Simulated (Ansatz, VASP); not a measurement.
# LiH: VASP beside Ansatz

The input POSCAR:

```
LiH
1.0
    0.0000000000      2.0325000000      1.9512000000
    2.0325000000      0.0000000000      1.9512000000
    2.0325000000      2.0325000000      0.0000000000
Li H
1 1
Direct
    0.0000000000      0.0000000000      0.0000000000
    0.5000000000      0.5000000000      0.5000000000
```

The input INCAR.step1:

```
SYSTEM = LiH
ALGO = Normal
EDIFF = 1E-5
ENCUT = 830
GGA = PE
GGA_COMPAT = .FALSE.
ISMEAR = 0
LASPH = .TRUE.
LCHARG = .FALSE.
LREAL = .FALSE.
LWAVE = .TRUE.
NBANDS = 9
NELM = 120
PREC = Accurate
SIGMA = 0.05
```

INCAR.step2

```
SYSTEM = LiH
ALGO = Normal
EDIFF = 1E-6
ENCUT = 830
GGA_COMPAT = .FALSE.
ISIF = 2
ISMEAR = 0
ISTART = 1
LASPH = .TRUE.
LCHARG = .FALSE.
LMIXTAU = .TRUE.
LREAL = .FALSE.
LWAVE = .FALSE.
METAGGA = R2SCAN
NBANDS = 9
NELM = 120
PREC = Accurate
SIGMA = 0.05
```

KPOINTS

```
k-points
0
G
  10 10 10
  0 0 0
```

Input for Ansatz:

```yaml
crystal:
  lattice:
    - [0.0, 2.0325, 1.9512]
    - [2.0325, 0.0, 1.9512]
    - [2.0325, 2.0325, 0.0]
  atoms:
    - { symbol: Li, position: [0.0, 0.0, 0.0] }
    - { symbol: H, position: [0.5, 0.5, 0.5] }
basis:
  ecutwfc: 500
kpoints:
  mp_grid: { grid: [10, 10, 10] }
hamiltonian:
  xc: r2scan
scf:
  occupations: { method: gaussian, width: 0.05 }
output:
  forces: true
  stress: true
  eigenvalues: true
```

Change from the starting cell: strain +0.000 along x and y, -0.040 along z, atoms carried along.

Alike in both runs: task single point; functional r2SCAN; k mesh 10 × 10 × 10; occupations gaussian, width 0.05 eV; no spin polarisation.

|  | VASP | Ansatz |
| --- | --- | --- |
| version | VASP 6.6.1 | Ansatz 0.2.0 |
| potentials or method | VASP PAW PBE potentials, release 64 (Li_sv, H), cutoff 830 eV | scalar-relativistic, plane waves, PAW |
| valence electrons in the cell | 4 | 4 |

|  | VASP | Ansatz | Ansatz less VASP |
| --- | --- | --- | --- |
| gap on the k mesh at the Fermi level (eV) | 3.19 | 3.24 | +0.047 |
| least direct gap on the mesh (eV) | 3.49 | 3.55 | +0.059 |
| pressure (GPa) | 0.0 | 0.0 | -0.02 |
| traceless stress, the component that is largest in VASP (GPa) | 2.01 | 1.98 | -0.030 |

VASP's potentials were made for PBE, not for r2SCAN.
